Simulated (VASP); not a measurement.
Write the native input for VASP 6.6.1 that does the following.

```yaml
Task: single point
Functional: PBE
Potentials_or_basis: VASP PAW PBE potentials, release 64 (Mn_pv, O)
Cutoff: 600 eV
k_mesh: 24 × 24 × 20
Occupations: gaussian, width 0.1 eV
Spin: collinear spin, ferromagnetic start
Starting_moments: "[4.47, 0.27] μB"
Dipole_correction: no
Further_INCAR_settings: ALGO = Normal; EDIFF = 1e-06; NBANDS = 20
```

The structure of MnO lies in POSCAR:

```
MnO
1.0
    3.0294553675      0.0000000000      0.0000000000
   -1.5147276837      2.6235853079      0.0000000000
    0.0000000000      0.0000000000      2.7939063863
Mn O
1 1
Direct
    0.0000000000      0.0000000000      0.0000000000
    0.3333333333      0.6666666667      0.5000000000
```

This cell differs from its parent crystal: atoms taken out.

The input as run:

INCAR

```
SYSTEM = MnO
ALGO = Normal ; EDIFF = 1E-6
ENCUT = 600 ; GGA = PE
GGA_COMPAT = .FALSE. ; ISIF = 2
ISMEAR = 0 ; ISPIN = 2
LASPH = .TRUE. ; LCHARG = .TRUE.
LELF = .TRUE. ; LMAXMIX = 4
LORBIT = 11 ; LREAL = .FALSE.
LVHAR = .TRUE. ; LWAVE = .FALSE.
MAGMOM = 4.47 0.27 ; NBANDS = 20
NELM = 200 ; PREC = Accurate
SIGMA = 0.1
```

KPOINTS

```
k-points
0
G
  24 24 20
  0 0 0
```

Potentials or basis: VASP PAW PBE potentials, release 64 (Mn_pv, O).

Command:

```console
$ cat potpaw_PBE.64/Mn_pv/POTCAR potpaw_PBE.64/O/POTCAR > POTCAR
$ mpirun -np 1 vasp_std > vasp.out
```

Results of the run:

The pressure is 0.0 GPa, the net moment is 4.79 μB per cell and the site moments are Mn +4.31; O +0.20 μB. The valence electrons inside the program's atomic spheres are Mn 11.36; O 4.96.

Caveat: the cell differs from its parent crystal (atoms taken out); a cell with one magnetic atom can't hold antiferromagnetic order, which such compounds often take.

Run time: 4.6 min on 1 thread of Oxide Virtual Turin-like Processor, on a shared host, peak memory 0.55 GiB.
